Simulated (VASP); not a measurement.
# BAs (F-43m) in VASP: further runs

BAs is run at these levels: LDA; tasks: single point.

Everything below comes from runs of VASP 6.6.1. Logs are shortened: lines on timing, memory, paths and dates and some standing lists are left out, and cuts for length are marked.

## (1) The cell of the first run

The structure is cubic, space group F-43m (No. 216). Conventional cell: a = 4.764 Å, b = 4.764 Å, c = 4.764 Å, α = 90.00°, β = 90.00°, γ = 90.00°. B (site symmetry -43m) has 4 As at 2.06 Å within 2.7 Å. Within 2.7 Å of As (site symmetry -43m) lie 4 B at 2.06 Å.

## (2) Single point, LDA

INCAR

```
  PREC = Accurate
  ENCUT = 500
  EDIFF = 1E-6
  ISMEAR = 0
  SIGMA = 0.05
  LREAL = F
  LASPH = T
  NELM = 120
  ALGO = Normal
  ISIF = 2
  LWAVE = F
  LCHARG = F
  GGA = CA
  NBANDS = 11
  GGA_COMPAT = F
```

KPOINTS

```
regular mesh
0
Gamma
  6 6 6
```

POSCAR

```
BAs
1.0
    0.0000000000      2.3822013821      2.3822013821
    2.3822013821      0.0000000000      2.3822013821
    2.3822013821      2.3822013821      0.0000000000
B As
1 1
Direct
    0.0000000000      0.0000000000      0.0000000000
    0.2500000000      0.2500000000      0.2500000000
```

Potentials or basis: VASP PAW LDA potentials, release 64 (B, As).

On the command line:

```sh
$ cat potpaw_LDA.64/B/POTCAR potpaw_LDA.64/As/POTCAR > POTCAR
$ mpirun -np 1 vasp_std > vasp.out
```

OUTCAR:

```text
PREC = Accurate
   ENCUT = 500
   EDIFF = 1E-6
   ISMEAR = 0
   LREAL = F
   LASPH = T
   NELM = 120
   ISIF = 2
   GGA = CA

 ion  position               nearest neighbor table
   1  0.000  0.000  0.000-   2 2.06   2 2.06   2 2.06   2 2.06
   2  0.250  0.250  0.250-   1 2.06   1 2.06   1 2.06   1 2.06

  LATTYP: Found a face centered cubic cell.
 ALAT       =     4.7644027642

  Lattice vectors:

 A1 = (   0.0000000000,   2.3822013821,   2.3822013821)
 A2 = (   2.3822013821,   0.0000000000,   2.3822013821)
 A3 = (   2.3822013821,   2.3822013821,   0.0000000000)

Analysis of symmetry for initial positions (statically):
=====================================================================
 Subroutine PRICEL returns:
 Original cell was already a primitive cell.

 Routine SETGRP: Setting up the symmetry group for a
 face centered cubic supercell.

 Subroutine GETGRP returns: Found 24 space group operations
 (whereof 24 operations were pure point group operations)
 out of a pool of 48 trial point group operations.

The static configuration has the point symmetry T_d .

Analysis of symmetry for dynamics (positions and initial velocities):
=====================================================================
 Subroutine PRICEL returns:
 Original cell was already a primitive cell.

 Routine SETGRP: Setting up the symmetry group for a
 face centered cubic supercell.

 Subroutine GETGRP returns: Found 24 space group operations
 (whereof 24 operations were pure point group operations)
 out of a pool of 48 trial point group operations.

The dynamic configuration has the point symmetry T_d .

 Subroutine INISYM returns: Found 24 space group operations
 (whereof 24 operations are pure point group operations),
 and found     1 'primitive' translations

----------------------------------------------------------------------------------------

                                     Primitive cell

  volume of cell :      27.0374

  direct lattice vectors                    reciprocal lattice vectors
     0.000000000  2.382201382  2.382201382    -0.209889896  0.209889896  0.209889896
     2.382201382  0.000000000  2.382201382     0.209889896 -0.209889896  0.209889896
     2.382201382  2.382201382  0.000000000     0.209889896  0.209889896 -0.209889896

  length of vectors
     3.368941503  3.368941503  3.368941503     0.363539964  0.363539964  0.363539964

  position of ions in fractional coordinates (direct lattice)
     0.000000000  0.000000000  0.000000000
     0.250000000  0.250000000  0.250000000

  ion indices of the primitive-cell ions
   primitive index   ion index
                 1           1
                 2           2
[... 74 lines left out ...]
   NELECT =       8.0000    total number of electrons
   NUPDOWN=      -1.0000    fix difference up-down
   EMIN   =  10.00;   EMAX   =-10.00  energy-range for DOS
   EFERMI =   0.00;   METHOD = LEGACY
   ISMEAR =     0;   SIGMA  =   0.05  broadening in eV -4-tet -1-fermi 0-gaus
   EFERMI_NEDOS =   21; number of points for ismear=-14 and -15
   IALGO  =     38    algorithm
   IMIX   =      4    mixing-type and parameters
     AMIX     =   0.40;   BMIX     =  1.00
     AMIX_MAG =   1.60;   BMIX_MAG =  1.00
  volume/ion in A,a.u.               =      13.52        91.23
  Fermi-wavevector in a.u.,A,eV,Ry     =   1.090895  2.061493 16.191644  1.190052
  Thomas-Fermi vector in A             =   2.227129
   LORBIT       =      0    0 simple, 1 ext, 2 COOP (PROOUT), +10 PAW based schemes
   GGA     = CA    functional components
   LHFCALC =     F    Hartree Fock is set to
   AEXX    =    0.0000 exact exchange contribution
   IVDW    =     0    specifies the selected vdW correction
   LEPSILON=     F    determine dielectric tensor
   LRPA    =     F    only Hartree local field effects (RPA)
 non-spin polarized calculation
 Gauss-broadening in eV      SIGMA  =   0.05
  energy-cutoff  :      500.00
  volume of cell :       27.04
 maximum number of plane-waves:       701
 NGX is ok and might be reduce to    28
   NGX = 13   NGY = 13   NGZ = 13

 number of electron       8.0000000 magnetization

 Free energy of the ion-electron system (eV)
  ---------------------------------------------------
  ext. energy  EPLUGINS =         0.00000000
  ---------------------------------------------------
  free energy    TOTEN  =       -12.90508171 eV

  energy without entropy =      -12.90508171  energy(sigma->0) =      -12.90508171

 E-fermi :   6.4863     XC(G=0): -10.8151

 val. band max:        6.2528425335   @ k =   0.0000   0.0000   0.0000
 cond. band min:       7.4681683926   @ k =   0.3333   0.3333   0.0000
 fundamental gap:      1.2153258591
 Fermi energy:         6.4862862138

 k-point     1 :       0.0000    0.0000    0.0000
  band No.  band energies     occupation
      1      -9.1981      2.00000
      2       6.2528      2.00000
      3       6.2528      2.00000
      4       6.2528      2.00000
      5       9.5095      0.00000
      6       9.5095      0.00000
      7       9.5095      0.00000
      8      11.0466      0.00000
      9      15.6441      0.00000
     10      19.3144      0.00000
     11      19.3144      0.00000
[... 197 lines left out ...]
 k-point    16 :      -0.3333    0.5000    0.1667
  band No.  band energies     occupation
      1      -4.8978      2.00000
      2      -1.8771      2.00000
      3       1.0428      2.00000
      4       1.2348      2.00000
      5       9.9921      0.00000
      6      10.1670      0.00000
      7      14.9000      0.00000
      8      15.0810      0.00000
      9      18.4653      0.00000
     10      21.8855      0.00000
     11      22.0487      0.00000

------------------------ aborting loop because EDIFF is reached ----------------------------------------

  FORCE on cell =-STRESS in cart. coord.  units (eV):
  Direction    XX          YY          ZZ          XY          YZ          ZX
  --------------------------------------------------------------------------------------
  -------------------------------------------------------------------------------------
  Total       -0.3313839     -0.3313839     -0.3313839     -0.0000000     -0.0000000     -0.0000000
  in kB      -19.6370675    -19.6370675    -19.6370675     -0.0000000     -0.0000000     -0.0000000
  external PRESSURE =     -19.6370675 kB  Pullay stress =       0.0000000 kB

 VOLUME and BASIS-vectors are now :
 -----------------------------------------------------------------------------
  energy-cutoff  :      500.00
  volume of cell :       27.04
      direct lattice vectors                 reciprocal lattice vectors
     0.000000000  2.382201382  2.382201382    -0.209889896  0.209889896  0.209889896
     2.382201382  0.000000000  2.382201382     0.209889896 -0.209889896  0.209889896
     2.382201382  2.382201382  0.000000000     0.209889896  0.209889896 -0.209889896

 POSITION                                       TOTAL-FORCE (eV/Angst)
 -----------------------------------------------------------------------------------
      0.00000      0.00000      0.00000         0.000000     -0.000000      0.000000
      1.19110      1.19110      1.19110        -0.000000      0.000000     -0.000000
 -----------------------------------------------------------------------------------
    total drift:                               -0.000000     -0.000000     -0.000000

  FREE ENERGIE OF THE ION-ELECTRON SYSTEM (eV)
  ---------------------------------------------------
  free  energy   TOTEN  =       -12.9050817147 eV

  energy  without entropy=      -12.9050817147  energy(sigma->0) =      -12.90508171
```

It took 6.7 s on 1 thread of Intel Xeon Platinum 8488C (Sapphire Rapids), shared host; peak memory 0.13 GiB.

Results:

```
Free energy            : -12.9051 eV
Pressure               : -2.0 GPa
Band gap on the k mesh : 1.22 eV, indirect (least direct gap 3.26 eV)
```

A k mesh can miss the band edges.

## (3) Single point, LDA

This run uses another cell than the first one, of 13.25 Å³/atom, 0.980 times its volume.

INCAR

```
SYSTEM = BAs
PREC = Accurate
ENCUT = 500
EDIFF = 1E-6
ISMEAR = 0
SIGMA = 0.05
LREAL = .FALSE.
LASPH = .TRUE.
NELM = 120
ALGO = Normal
ISIF = 2
LWAVE = .FALSE.
LCHARG = .FALSE.
GGA = CA
NBANDS = 11
GGA_COMPAT = .FALSE.
```

KPOINTS

```
regular mesh
0
G
  6 6 6
  0 0 0
```

POSCAR

```
BAs
1.0
    0.0000000000      2.3662960400      2.3662960400
    2.3662960400      0.0000000000      2.3662960400
    2.3662960400      2.3662960400      0.0000000000
B As
1 1
Direct
    0.0000000000      0.0000000000      0.0000000000
    0.2500000000      0.2500000000      0.2500000000
```

Potentials or basis: VASP PAW LDA potentials, release 64 (B, As).

On the command line:

```sh
$ cat potpaw_LDA.64/B/POTCAR potpaw_LDA.64/As/POTCAR > POTCAR
$ mpirun -np 1 vasp_std > vasp.out
```

Run time: 3.9 s. Hardware: 1 thread of Intel Xeon Platinum 8488C (Sapphire Rapids), shared host; peak memory 0.12 GiB.

The run converged. Its results:

| Item | Value |
| --- | --- |
| Free energy | -12.9067 eV |
| Pressure | 1.0 GPa |
| Band gap on the k mesh | 1.20 eV, indirect (least direct gap 3.28 eV) |

Levels at points of the mesh, in eV from the valence-band top:
```
           k point  band 1  band 2  band 3  band 4  band 5  band 6  band 7  band 8
(0.00, 0.00, 0.00)  -15.64    0.00    0.00    0.00    3.28    3.28    3.28    5.05
(0.50, 0.00, 0.00)  -12.68   -8.97   -1.87   -1.87    2.86    4.78    4.78    8.74
(0.50, 0.50, 0.00)  -11.35   -8.59   -4.20   -4.20    1.31    1.38   11.50   11.50
```

A k mesh can miss the band edges. LDA gaps usually lie below the measured ones, often by a third to a half.

## (4) Single point, LDA (volume scaled by 1.000 of the coarse rest volume)

INCAR

```
SYSTEM = BAs
  PREC = Accurate
  ENCUT = 500
  EDIFF = 1E-6
  ISMEAR = 0
  SIGMA = 0.02
  LREAL = .False.
  LASPH = .True.
  NELM = 120
  ALGO = Normal
  ISIF = 2
  LWAVE = .False.
  LCHARG = .False.
  NBANDS = 11
  GGA_COMPAT = .False.
```

KPOINTS

```
Automatic mesh
0
Gamma
  8 8 8
  0 0 0
```

POSCAR

```
BAs
1.0
    0.0000000000      2.3663000000      2.3663000000
    2.3663000000      0.0000000000      2.3663000000
    2.3663000000      2.3663000000      0.0000000000
B As
1 1
Direct
    0.0000000000      0.0000000000      0.0000000000
    0.2500000000      0.2500000000      0.2500000000
```

Potentials or basis: VASP PAW LDA potentials, release 64 (B, As).

On the command line:

```sh
$ cat potpaw_LDA.64/B/POTCAR potpaw_LDA.64/As/POTCAR > POTCAR
$ mpirun -np 1 vasp_std > vasp.out
```

OUTCAR:

```text
SYSTEM = BAs
   PREC = Accurate
   ENCUT = 500
   EDIFF = 1E-6
   ISMEAR = 0
   LREAL = .False.
   LASPH = .True.
   NELM = 120
   ISIF = 2

 ion  position               nearest neighbor table
   1  0.000  0.000  0.000-   2 2.05   2 2.05   2 2.05   2 2.05
   2  0.250  0.250  0.250-   1 2.05   1 2.05   1 2.05   1 2.05

  LATTYP: Found a face centered cubic cell.
 ALAT       =     4.7326000000

  Lattice vectors:

 A1 = (   0.0000000000,   2.3663000000,   2.3663000000)
 A2 = (   2.3663000000,   0.0000000000,   2.3663000000)
 A3 = (   2.3663000000,   2.3663000000,   0.0000000000)

[... 513 lines left out ...]
      9      16.8529      0.00000
     10      20.7735      0.00000
     11      21.7841      0.00000

 [... further k-points ...]
[... 5 lines left out ...]
  --------------------------------------------------------------------------------------
  -------------------------------------------------------------------------------------
  Total        0.1523620      0.1523620      0.1523620      0.0000000     -0.0000000     -0.0000000
  in kB        9.2118698      9.2118698      9.2118698      0.0000000     -0.0000000     -0.0000000
  external PRESSURE =       9.2118698 kB  Pullay stress =       0.0000000 kB

 VOLUME and BASIS-vectors are now :
 -----------------------------------------------------------------------------
  energy-cutoff  :      500.00
  volume of cell :       26.50
      direct lattice vectors                 reciprocal lattice vectors
     0.000000000  2.366300000  2.366300000    -0.211300342  0.211300342  0.211300342
     2.366300000  0.000000000  2.366300000     0.211300342 -0.211300342  0.211300342
     2.366300000  2.366300000  0.000000000     0.211300342  0.211300342 -0.211300342

 POSITION                                       TOTAL-FORCE (eV/Angst)
 -----------------------------------------------------------------------------------
      0.00000      0.00000      0.00000        -0.000000      0.000000      0.000000
      1.18315      1.18315      1.18315         0.000000     -0.000000     -0.000000
 -----------------------------------------------------------------------------------
    total drift:                                0.000000      0.000000      0.000000

  FREE ENERGIE OF THE ION-ELECTRON SYSTEM (eV)
  ---------------------------------------------------
  free  energy   TOTEN  =       -12.9235467524 eV

  energy  without entropy=      -12.9235467524  energy(sigma->0) =      -12.92354675
```

OSZICAR:

```text
N       E                     dE             d eps       ncg     rms          rms(c)
DAV:   1     0.113584526059E+02    0.11358E+02   -0.36290E+03   638   0.617E+02
DAV:   2    -0.129448745597E+02   -0.24303E+02   -0.23457E+02   825   0.108E+02
DAV:   3    -0.137055298090E+02   -0.76066E+00   -0.75877E+00   801   0.174E+01
DAV:   4    -0.137079539743E+02   -0.24242E-02   -0.24241E-02   700   0.109E+00
DAV:   5    -0.137079578808E+02   -0.39065E-05   -0.39065E-05   752   0.481E-02    0.522E+00
DAV:   6    -0.130243228095E+02    0.68364E+00   -0.17798E+00   695   0.543E+00    0.246E+00
DAV:   7    -0.129371286289E+02    0.87194E-01   -0.21487E-01   737   0.231E+00    0.908E-01
DAV:   8    -0.129235150529E+02    0.13614E-01   -0.24149E-02   707   0.823E-01    0.101E-01
DAV:   9    -0.129235398594E+02   -0.24806E-04   -0.78604E-04   722   0.173E-01    0.603E-02
DAV:  10    -0.129235453574E+02   -0.54980E-05   -0.76233E-05   692   0.496E-02    0.131E-02
DAV:  11    -0.129235469043E+02   -0.15469E-05   -0.21501E-06   743   0.880E-03    0.128E-02
DAV:  12    -0.129235467524E+02    0.15188E-06   -0.81831E-07   340   0.384E-03
   1 F= -.12923547E+02 E0= -.12923547E+02  d E =-.539390E-18
```

It took 5.5 s on 1 thread of Intel Xeon Platinum 8488C (Sapphire Rapids), shared host; peak memory 0.13 GiB.

Results:

```
Free energy            : -12.9235 eV
Pressure               : 0.9 GPa
Band gap on the k mesh : 1.11 eV, indirect (least direct gap 3.29 eV)
```

Caveat: the cell differs from its parent crystal (volume scaled by 1.000 of the coarse rest volume).

## (5) The runs side by side

```tsv
cell	k mesh	smearing	gap on the mesh (eV)	pressure (GPa)
a = 3.369 Å, angles 60.0°, 2 atoms	6 × 6 × 6	gaussian 0.05 eV	1.22	-2.0
a = 3.346 Å, angles 60.0°, 2 atoms	6 × 6 × 6	gaussian 0.05 eV	1.20	1.0
a = 3.346 Å, angles 60.0°, 2 atoms	8 × 8 × 8	gaussian 0.02 eV	1.11	0.9
```

Alike in all rows: task single point; level LDA; potentials or basis VASP PAW LDA potentials, release 64 (B, As); no spin polarisation; cutoff (eV) 500.

Absolute energies hang on the potentials; compare differences alone.
